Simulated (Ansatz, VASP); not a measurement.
# One calculation of Al, two programs

```
CELL_PARAMETERS angstrom
0.00000 2.00739 2.00739
2.00739 0.00000 2.00739
2.00739 2.00739 0.00000
ATOMIC_POSITIONS crystal
Al 0.00000 0.00000 0.00000
```

Alike in both runs: functional PBEsol; k mesh 18 × 18 × 18; occupations gaussian, width 0.1 eV; no spin polarisation.

Ansatz relaxed the structure, and its values are those at the end. VASP's run is a single point on that final structure, the one shown.

|  | VASP | Ansatz |
| --- | --- | --- |
| version | VASP 6.6.1 | Ansatz 0.2.0 |
| potentials or method | VASP PAW PBE potentials, release 64 (Al), cutoff 520 eV | scalar-relativistic, plane waves, PAW |
| valence electrons in the cell | 3 | 3 |

```tsv
	VASP	Ansatz	Ansatz less VASP
gap on the k mesh at the Fermi level (eV)	none	none	-
pressure (GPa)	0.1	0.0	-0.06
```

VASP's potentials were made for PBE, not for PBEsol. A gap of «none» marks a metal or a gap that the smearing closes.
